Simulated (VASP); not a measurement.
# Br (Cmce) in VASP: a series of runs, part 2 of 2

VASP 6.6.1.

**3. Relaxation of cell and atoms, revPBE**

This run uses another cell than the first one, of 31.89 Å³/atom.

File INCAR:

```
SYSTEM = Br
  ALGO = Normal
  EDIFF = 1E-7
  EDIFFG = -0.01
  ENCUT = 600
  GGA = RE
  IBRION = 2
  ISIF = 3
  ISMEAR = -1
  LASPH = .True.
  LCHARG = .False.
  LREAL = .False.
  LWAVE = .False.
  NELM = 80
  NSW = 80
  PREC = Accurate
  SIGMA = 0.05
```

File KPOINTS:

```
k-points
0
Gamma
  5 5 2
  0 0 0
```

File POSCAR:

```
Br
1.0
    3.2836000000     -2.2339000000      0.0000000000
    3.2836000000      2.2339000000      0.0000000000
    0.0000000000      0.0000000000      8.6938000000
Br
4
Direct
    0.8610000000      0.1390000000      0.1114000000
    0.6390000000      0.3610000000      0.6114000000
    0.1390000000      0.8610000000      0.8886000000
    0.3610000000      0.6390000000      0.3886000000
```

Potentials or basis: VASP PAW PBE potentials, release 64 (Br).

The run is started by

```console
$ cat potpaw_PBE.64/Br/POTCAR > POTCAR
$ mpirun -np 1 vasp_std > vasp.out
```

OUTCAR:

```text
SYSTEM = Br
   EDIFF = 1E-7
   EDIFFG = -0.01
   ENCUT = 600
   GGA = RE
   IBRION = 2
   ISIF = 3
   ISMEAR = -1
   LASPH = .True.
   LREAL = .False.
   NELM = 80
   NSW = 80
   PREC = Accurate

 ion  position               nearest neighbor table
   1  0.861  0.139  0.111-   3 2.30
   2  0.639  0.361  0.611-   4 2.30
   3  0.139  0.861  0.889-   1 2.30
   4  0.361  0.639  0.389-   2 2.30

  LATTYP: Found a base centered orthorhombic cell.
 ALAT       =     4.4678000000
 B/A-ratio  =     1.4698956981
 C/A-ratio  =     1.9458794037

  Lattice vectors:

 A1 = (  -3.2836000000,  -2.2339000000,   0.0000000000)
 A2 = (   3.2836000000,  -2.2339000000,   0.0000000000)
 A3 = (   0.0000000000,   0.0000000000,   8.6938000000)

Analysis of symmetry for initial positions (statically):
=====================================================================
 Subroutine PRICEL returns:
 Original cell was already a primitive cell.

 Routine SETGRP: Setting up the symmetry group for a
 base centered orthorhombic supercell.

 Subroutine GETGRP returns: Found  8 space group operations
 (whereof  4 operations were pure point group operations)
 out of a pool of  8 trial point group operations.

The static configuration has the point symmetry C_2h.
 The point group associated with its full space group is D_2h.

Analysis of symmetry for dynamics (positions and initial velocities):
=====================================================================
 Subroutine PRICEL returns:
 Original cell was already a primitive cell.

 Routine SETGRP: Setting up the symmetry group for a
 base centered orthorhombic supercell.

 Subroutine GETGRP returns: Found  8 space group operations
 (whereof  4 operations were pure point group operations)
 out of a pool of  8 trial point group operations.

The dynamic configuration has the point symmetry C_2h.
 The point group associated with its full space group is D_2h.

 Subroutine INISYM returns: Found  8 space group operations
 (whereof  4 operations are pure point group operations),
 and found     1 'primitive' translations
[... 128 lines left out ...]
   NGX = 15   NGY = 15   NGZ = 35

--------------------------------------- Ionic step        1  -------------------------------------------

 number of electron      28.0000006 magnetization

 Free energy of the ion-electron system (eV)
  ---------------------------------------------------
  ext. energy  EPLUGINS =         0.00000000
  ---------------------------------------------------
  free energy    TOTEN  =        -5.35694371 eV

  energy without entropy =       -5.35694370  energy(sigma->0) =       -5.35694371

------------------------ aborting loop because EDIFF is reached ----------------------------------------

  FORCE on cell =-STRESS in cart. coord.  units (eV):
  Direction    XX          YY          ZZ          XY          YZ          ZX
  --------------------------------------------------------------------------------------
  -------------------------------------------------------------------------------------
  Total        2.5580246      2.4447894      3.4960074      0.0000000     -0.0000000      0.0000000
  in kB       32.1337701     30.7113160     43.9166612      0.0000000     -0.0000000      0.0000000
  external PRESSURE =      35.5872491 kB  Pullay stress =       0.0000000 kB
[... 95 lines left out ...]
  FREE ENERGIE OF THE ION-ELECTRON SYSTEM (eV)
  ---------------------------------------------------
  free  energy   TOTEN  =        -5.4671578416 eV

  energy  without entropy=       -5.4671576842  energy(sigma->0) =       -5.46715776

 E-fermi :   0.1734     XC(G=0):  -7.4839

 val. band max:       -0.6229535174   @ k =   0.0000   0.0000   0.0000
 cond. band min:       0.9174281554   @ k =   0.0000   0.0000   0.0000
 fundamental gap:      1.5403816728
 Fermi energy:         0.1733568677

 k-point     1 :       0.0000    0.0000    0.0000
  band No.  band energies     occupation
      1     -15.9873      2.00000
      2     -15.6302      2.00000
      3     -13.7393      2.00000
      4     -13.0755      2.00000
      5      -5.1440      2.00000
      6      -4.1742      2.00000
[... 355 lines left out ...]
      5      -4.7786      2.00000
      6      -4.7786      2.00000
[... 10 lines left out ...]
     17       7.9925      0.00000
     18       7.9925      0.00000

[... ionic steps 4 to 36 ...]

--------------------------------------- Ionic step       37  -------------------------------------------

 number of electron      28.0000003 magnetization

------------------------ aborting loop because EDIFF is reached ----------------------------------------
[... 71 lines left out ...]
--------------------------------------- Ionic step       39  -------------------------------------------

 number of electron      28.0000003 magnetization

 Free energy of the ion-electron system (eV)
  ---------------------------------------------------
  ext. energy  EPLUGINS =         0.00000000
  ---------------------------------------------------
  free energy    TOTEN  =        -5.81782230 eV

  energy without entropy =       -5.81782225  energy(sigma->0) =       -5.81782228

 E-fermi :  -1.8830     XC(G=0):  -5.6698

 val. band max:       -2.6895750137   @ k =   0.0000   0.0000   0.0000
 cond. band min:      -1.1014441280   @ k =   0.0000   0.0000   0.0000
 fundamental gap:      1.5881308857
 Fermi energy:        -1.8829756826

 k-point     1 :       0.0000    0.0000    0.0000
  band No.  band energies     occupation
      1     -18.0441      2.00000
      2     -17.7604      2.00000
      3     -15.6822      2.00000
      4     -15.1318      2.00000
      5      -7.2207      2.00000
      6      -6.3997      2.00000
[... 398 lines left out ...]
  FREE ENERGIE OF THE ION-ELECTRON SYSTEM (eV)
  ---------------------------------------------------
  free  energy   TOTEN  =        -5.8178223049 eV

  energy  without entropy=       -5.8178222517  energy(sigma->0) =       -5.81782228

 reached required accuracy - stopping structural energy minimisation
```

OSZICAR:

```text
N       E                     dE             d eps       ncg     rms          rms(c)
DAV:   1     0.202775486310E+03    0.20278E+03   -0.12653E+04   648   0.145E+03
DAV:   2     0.865229647250E+01   -0.19412E+03   -0.19145E+03   978   0.223E+02
DAV:   3    -0.557443439709E+01   -0.14227E+02   -0.14199E+02   728   0.739E+01
[... 402 lines left out ...]
DAV:   4    -0.581783132037E+01    0.17388E-04   -0.14732E-05   812   0.221E-02    0.168E-02
DAV:   5    -0.581782280182E+01    0.85186E-05   -0.13940E-05   688   0.200E-02    0.251E-03
DAV:   6    -0.581782241330E+01    0.38852E-06   -0.47091E-07   732   0.436E-03    0.114E-03
DAV:   7    -0.581782230446E+01    0.10884E-06   -0.10166E-07   372   0.215E-03    0.700E-04
DAV:   8    -0.581782230486E+01   -0.40109E-09   -0.36707E-08   384   0.102E-03
  39 F= -.58178223E+01 E0= -.58178223E+01  d E =-.667582E-04
```

Run time: 12 min. Hardware: 1 thread of AMD EPYC 9R45 (Zen 5), shared host; peak memory 0.24 GiB.

What came out:

- Free energy: -5.8178 eV
- Relaxed volume: 53.19 Å³/atom
- Relaxed cell: a = 5.565 Å, b = 5.565 Å, c = 8.982 Å, α = 90.00°, β = 90.00°, γ = 49.90°
- Space group after relaxing (to 0.1 Å): Cmce (No. 64)
- Energy gained by relaxing: 115.2 meV/atom
- Ionic steps: 39
- Pressure after relaxing: 0.0 GPa
- Largest force after relaxing: 0.005 eV/Å
- Band gap on the k mesh: 1.59 eV

Forces on the atoms (eV/Å):
```
Br   0.000  0.004  0.002
Br   0.000 -0.004  0.002
Br   0.000 -0.004 -0.002
Br   0.000  0.004 -0.002
```

Step by step:
```csv
step,energy change (eV),largest force (eV/Å),pressure (GPa),volume (Å³)
1,0.0000,0.7297,3.56,127.54
2,-0.0665,0.7756,-0.79,141.06
3,-0.1102,0.3149,0.64,135.36
4,-0.1852,0.2631,0.48,140.75
5,-0.3306,0.0996,0.34,157.31
6,-0.4230,0.3583,0.62,192.16
7,-0.3558,0.8305,-1.22,217.34
8,-0.4387,0.0688,-0.06,199.29
9,-0.4388,0.0585,-0.04,199.09
10,-0.4424,0.0629,-0.06,202.34
11,-0.4502,0.0789,-0.12,212.13
12,-0.4536,0.1240,-0.22,231.89
13,-0.4527,0.1544,0.13,233.66
14,-0.4552,0.0044,-0.07,232.69
15,-0.4555,0.0026,-0.06,231.83
16,-0.4566,0.0181,-0.03,229.27
17,-0.4580,0.0514,0.03,224.19
18,-0.4580,0.1198,0.16,214.20
19,-0.4585,0.0875,0.09,218.90
20,-0.4587,0.0780,0.08,218.52
21,-0.4591,0.0495,0.05,217.38
22,-0.4593,0.0058,-0.02,215.12
23,-0.4594,0.0049,-0.01,215.55
24,-0.4594,0.0065,-0.01,215.62
25,-0.4594,0.0066,-0.01,215.58
26,-0.4594,0.0073,-0.01,215.47
27,-0.4596,0.0087,0.00,215.26
28,-0.4598,0.0111,0.00,214.84
29,-0.4601,0.0160,0.02,213.98
30,-0.4605,0.0265,0.05,212.27
31,-0.4606,0.0114,0.03,212.26
32,-0.4606,0.0080,0.00,212.24
33,-0.4606,0.0085,0.00,212.24
34,-0.4606,0.0091,0.00,212.26
35,-0.4607,0.0107,0.00,212.28
36,-0.4608,0.0138,0.00,212.32
37,-0.4607,0.0271,0.06,212.33
38,-0.4608,0.0048,0.02,212.32
39,-0.4609,0.0048,0.02,212.76
```

Final structure:
```
CELL_PARAMETERS angstrom
5.04515 -2.34739 0.00000
5.04515 2.34739 0.00000
0.00000 0.00000 8.98237
ATOMIC_POSITIONS crystal
Br 0.87724 0.12276 0.11461
Br 0.62276 0.37724 0.61461
Br 0.12276 0.87724 0.88539
Br 0.37724 0.62276 0.38539
```

Levels at points of the mesh, in eV from the valence-band top:
| k point | band 12 | band 13 | band 14 | band 15 | band 16 | band 17 |
| --- | --- | --- | --- | --- | --- | --- |
| (0.00, 0.00, 0.00) | -0.56 | -0.16 | 0.00 | 1.59 | 2.28 | 5.47 |
| (0.00, 0.00, 0.50) | -0.66 | -0.25 | -0.25 | 1.88 | 1.88 | 6.04 |

Caveat: the volume moved by over 15 % at a fixed basis, so the end points are rough; this functional lacks dispersion, which holds the molecules together, so the pressure and a relaxed volume are unreliable; the PAW data sets were made with another functional, which shifts forces and pressure a little; an odd mesh through Γ misses points on the zone boundary, where band edges can lie. Zero-point motion and thermal expansion aren't in these numbers.
